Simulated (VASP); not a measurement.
# Yb (Im-3m) in VASP: a series of runs

Runs on Yb. Level: PBE. Tasks: single point.

All numbers are computed with VASP 6.6.1; they aren't measurements. Logs are shortened: lines on timing, memory, paths and dates and some standing lists are left out, and cuts for length are marked.

## (1) The cell of the first run

It takes space group Im-3m (No. 229, cubic). Conventional cell: a = 4.181 Å, b = 4.181 Å, c = 4.181 Å, α = 90.00°, β = 90.00°, γ = 90.00°. Within 4.8 Å of Yb (site symmetry m-3m) lie 14 Yb at 3.62 to 4.18 Å.

## (2) Single point, PBE

The input, INCAR:

```
PREC = Accurate ; ENCUT = 520
EDIFF = 1E-6 ; ISMEAR = 0
SIGMA = 0.05 ; LREAL = False
LASPH = True ; NELM = 80
ALGO = Fast ; ISIF = 2
LWAVE = False ; LCHARG = False
GGA = PE ; NBANDS = 18
```

The input, KPOINTS:

```
Automatic mesh
0
Gamma
  6 6 6
```

The input, POSCAR:

```
Yb
1.0
   -2.0905337984      2.0905337984      2.0905337984
    2.0905337984     -2.0905337984      2.0905337984
    2.0905337984      2.0905337984     -2.0905337984
Yb
1
Direct
    0.0000000000      0.0000000000      0.0000000000
```

Potentials or basis: VASP PAW PBE potentials, release 64 (Yb).

On the command line:

```sh
$ cat potpaw_PBE.64/Yb/POTCAR > POTCAR
$ mpirun -np 1 vasp_std > vasp.out
```

OUTCAR:

```text
PREC = Accurate
   ENCUT = 520
   EDIFF = 1E-6
   ISMEAR = 0
   LREAL = False
   LASPH = True
   NELM = 80
   ISIF = 2
   GGA = PE

 ion  position               nearest neighbor table
   1  0.000  0.000  0.000-

  LATTYP: Found a body centered cubic cell.
 ALAT       =     4.1810675968

  Lattice vectors:

 A1 = (  -2.0905337984,   2.0905337984,   2.0905337984)
 A2 = (   2.0905337984,  -2.0905337984,   2.0905337984)
 A3 = (   2.0905337984,   2.0905337984,  -2.0905337984)

Analysis of symmetry for initial positions (statically):
=====================================================================
 Subroutine PRICEL returns:
 Original cell was already a primitive cell.

 Routine SETGRP: Setting up the symmetry group for a
 body centered cubic supercell.

 Subroutine GETGRP returns: Found 48 space group operations
 (whereof 48 operations were pure point group operations)
 out of a pool of 48 trial point group operations.

The static configuration has the point symmetry O_h .

Analysis of symmetry for dynamics (positions and initial velocities):
=====================================================================
 Subroutine PRICEL returns:
 Original cell was already a primitive cell.

 Routine SETGRP: Setting up the symmetry group for a
 body centered cubic supercell.

 Subroutine GETGRP returns: Found 48 space group operations
 (whereof 48 operations were pure point group operations)
 out of a pool of 48 trial point group operations.

The dynamic configuration has the point symmetry O_h .

 Subroutine INISYM returns: Found 48 space group operations
 (whereof 48 operations are pure point group operations),
 and found     1 'primitive' translations

----------------------------------------------------------------------------------------

                                     Primitive cell

  volume of cell :      36.5453

  direct lattice vectors                    reciprocal lattice vectors
    -2.090533798  2.090533798  2.090533798     0.000000000  0.239173363  0.239173363
     2.090533798 -2.090533798  2.090533798     0.239173363  0.000000000  0.239173363
     2.090533798  2.090533798 -2.090533798     0.239173363  0.239173363  0.000000000

  length of vectors
     3.620910754  3.620910754  3.620910754     0.338242214  0.338242214  0.338242214

[... 63 lines left out ...]
   ISPIN  =      1    spin polarized calculation?
   LNONCOLLINEAR =      F non collinear calculations
   LSORBIT =      F    spin-orbit coupling
   LASPH  =      T    aspherical Exc in radial PAW
   ENCUT  =  520.0 eV  38.22 Ry    6.18 a.u.   6.73  6.73  6.73*2*pi/ulx,y,z
   NELM   =     80;   NELMIN=  2; NELMDL= -5     # of ELM steps
   EDIFF  = 0.1E-05   stopping-criterion for ELM
   LREAL  =      F    real-space projection
   EDIFFG = 0.1E-04   stopping-criterion for IOM
   NSW    =      0    number of steps for IOM
   IBRION =     -1    ionic relax: 0-MD 1-quasi-New 2-CG
   NFREE  =      0    steps in history (QN), initial steepest desc. (CG)
   ISIF   =      2    stress and relaxation
   ISYM   =      2    0-nonsym 1-usesym 2-fastsym
   POTIM  = 0.5000    time-step for ionic-motion
   TEBEG  =    0.0;   TEEND  =   0.0 temperature during run
   PSTRESS=    0.0 pullay stress
   NELECT =      24.0000    total number of electrons
   NUPDOWN=      -1.0000    fix difference up-down
   EMIN   =  10.00;   EMAX   =-10.00  energy-range for DOS
   EFERMI =   0.00;   METHOD = LEGACY
   ISMEAR =     0;   SIGMA  =   0.05  broadening in eV -4-tet -1-fermi 0-gaus
   EFERMI_NEDOS =   21; number of points for ismear=-14 and -15
   IALGO  =     68    algorithm
   IMIX   =      4    mixing-type and parameters
     AMIX     =   0.40;   BMIX     =  1.00
     AMIX_MAG =   1.60;   BMIX_MAG =  1.00
  volume/ion in A,a.u.               =      36.55       246.62
  Fermi-wavevector in a.u.,A,eV,Ry     =   1.422988  2.689058 27.550386  2.024896
  Thomas-Fermi vector in A             =   2.543634
   LORBIT       =      0    0 simple, 1 ext, 2 COOP (PROOUT), +10 PAW based schemes
   GGA     = PE    functional components
   LHFCALC =     F    Hartree Fock is set to
   AEXX    =    0.0000 exact exchange contribution
   IVDW    =     0    specifies the selected vdW correction
   LEPSILON=     F    determine dielectric tensor
   LRPA    =     F    only Hartree local field effects (RPA)
 non-spin polarized calculation
 RMM-DIIS sequential band-by-band and
 Gauss-broadening in eV      SIGMA  =   0.05
  energy-cutoff  :      520.00
  volume of cell :       36.55
 maximum number of plane-waves:       997
   NGX = 13   NGY = 13   NGZ = 13

 number of electron      23.9999993 magnetization

 Free energy of the ion-electron system (eV)
  ---------------------------------------------------
  ext. energy  EPLUGINS =         0.00000000
  ---------------------------------------------------
  free energy    TOTEN  =        -3.56764929 eV

  energy without entropy =       -3.56595270  energy(sigma->0) =       -3.56680099

 E-fermi :   1.4411     XC(G=0):  -9.3671

 val. band max:        1.4319554467   @ k =   0.5000   0.5000   0.3333
 cond. band min:       1.6511457447   @ k =   0.3333   0.3333   0.0000
 fundamental gap:      0.2191902980
 Fermi energy:         1.4410817760

 k-point     1 :       0.0000    0.0000    0.0000
  band No.  band energies     occupation
      1     -50.2130      2.00000
      2     -22.4077      2.00000
      3     -22.4077      2.00000
      4     -22.4077      2.00000
      5      -3.5883      2.00000
      6       1.1004      2.00000
[... 313 lines left out ...]
      5       1.0294      2.00000
      6       1.0294      2.00000
[... 10 lines left out ...]
     17       8.2063      0.00000
     18       8.4417      0.00000

------------------------ aborting loop because EDIFF is reached ----------------------------------------

  FORCE on cell =-STRESS in cart. coord.  units (eV):
  Direction    XX          YY          ZZ          XY          YZ          ZX
  --------------------------------------------------------------------------------------
  -------------------------------------------------------------------------------------
  Total       -0.6378062     -0.6378062     -0.6378062      0.0000000      0.0000000     -0.0000000
  in kB      -27.9619680    -27.9619680    -27.9619680      0.0000000      0.0000000     -0.0000000
  external PRESSURE =     -27.9619680 kB  Pullay stress =       0.0000000 kB

 VOLUME and BASIS-vectors are now :
 -----------------------------------------------------------------------------
  energy-cutoff  :      520.00
  volume of cell :       36.55
      direct lattice vectors                 reciprocal lattice vectors
    -2.090533798  2.090533798  2.090533798     0.000000000  0.239173363  0.239173363
     2.090533798 -2.090533798  2.090533798     0.239173363  0.000000000  0.239173363
     2.090533798  2.090533798 -2.090533798     0.239173363  0.239173363  0.000000000

 POSITION                                       TOTAL-FORCE (eV/Angst)
 -----------------------------------------------------------------------------------
      0.00000      0.00000      0.00000         0.000000      0.000000      0.000000
 -----------------------------------------------------------------------------------
    total drift:                                0.000000     -0.000000     -0.000000

  FREE ENERGIE OF THE ION-ELECTRON SYSTEM (eV)
  ---------------------------------------------------
  free  energy   TOTEN  =        -3.5676492891 eV

  energy  without entropy=       -3.5659526970  energy(sigma->0) =       -3.56680099
```

It took 35 s on 1 thread of Intel Xeon Platinum 8559C (Emerald Rapids), shared host; peak memory 0.17 GiB.

Results:

```
Free energy            : -3.5676 eV
Pressure               : -2.8 GPa
Band gap on the k mesh : zero (band 12 reaches 1.65 eV, above the bottom of band 13 at 1.23 eV)
```

Caveat: spin-orbit coupling is left out, which moves the levels of the heavy elements. Spin polarisation is off, so any magnetic state and its effect on volume and gap are missing.

## (3) Single point, PBE

This run uses another cell than the first one, of 41.37 Å³/atom, 1.132 times its volume.

The input, INCAR:

```
PREC = Accurate
ENCUT = 520
EDIFF = 1E-6
ISMEAR = 0
SIGMA = 0.05
LREAL = F
LASPH = T
NELM = 100
ALGO = Normal
ISIF = 2
LWAVE = F
LCHARG = F
GGA = PE
NBANDS = 18
```

The input, KPOINTS:

```
regular mesh
0
Gamma
  6 6 6
```

The input, POSCAR:

```
Yb
1.0
   -2.1787081677      2.1787081677      2.1787081677
    2.1787081677     -2.1787081677      2.1787081677
    2.1787081677      2.1787081677     -2.1787081677
Yb
1
Direct
    0.0000000000      0.0000000000      0.0000000000
```

Potentials or basis: VASP PAW PBE potentials, release 64 (Yb).

On the command line:

```sh
$ cat potpaw_PBE.64/Yb/POTCAR > POTCAR
$ mpirun -np 1 vasp_std > vasp.out
```

Wall time 26 s (1 thread of Intel Xeon Platinum 8559C (Emerald Rapids), shared host); peak memory 0.16 GiB.

The run converged. Its results:

| Item | Value |
| --- | --- |
| Free energy | -3.5007 eV |
| Pressure | -2.9 GPa |
| Band gap on the k mesh | zero (band 12 reaches 1.26 eV, above the bottom of band 13 at 0.89 eV) |

Levels at points of the mesh, in eV from the Fermi level:
| k point | band 8 | band 9 | band 10 | band 11 | band 12 | band 13 | band 14 | band 15 | band 16 | band 17 |
| --- | --- | --- | --- | --- | --- | --- | --- | --- | --- | --- |
| (0.00, 0.00, 0.00) | -0.37 | -0.27 | -0.27 | -0.27 | -0.25 | 2.77 | 2.77 | 2.77 | 4.44 | 4.44 |
| (0.50, 0.00, 0.00) | -0.34 | -0.30 | -0.29 | -0.28 | -0.26 | 0.32 | 1.36 | 4.09 | 5.05 | 6.62 |
| (0.50, 0.50, 0.50) | -0.34 | -0.27 | -0.27 | -0.27 | -0.26 | -0.26 | 4.43 | 4.43 | 4.43 | 6.10 |

Caveat: spin-orbit coupling is left out, which moves the levels of the heavy elements. Spin polarisation is off, so any magnetic state and its effect on volume and gap are missing.
